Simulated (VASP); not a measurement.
Runs of VASP 6.6.1 on Li3HSe. The structure is that of space group Pm-3m (No. 221), or close to it. The cells are those of the table. 

| level | cell | gap on the mesh (eV) |
| --- | --- | --- |
| PBE | a = 3.944 Å, 5 atoms | 3.44 |
| r2SCAN | a = 3.934 Å, 5 atoms | (b) |
| r2SCAN | a = 3.973 Å, 5 atoms | 4.19 |
| PBE | a = 3.905 Å, 5 atoms | (a) |
| r2SCAN | a = 3.894 Å, 5 atoms | 4.46 |

Alike in all rows: task single point; potentials or basis VASP PAW PBE potentials, release 64 (Li_sv, H, Se); no spin polarisation; k mesh 6 × 6 × 6; cutoff (eV) 520; smearing gaussian 0.01 eV.

Fill in the values left out.

(a) 3.56; (b) 4.33.

A k mesh can miss the band edges, and the runs leave out spin-orbit coupling on Se.
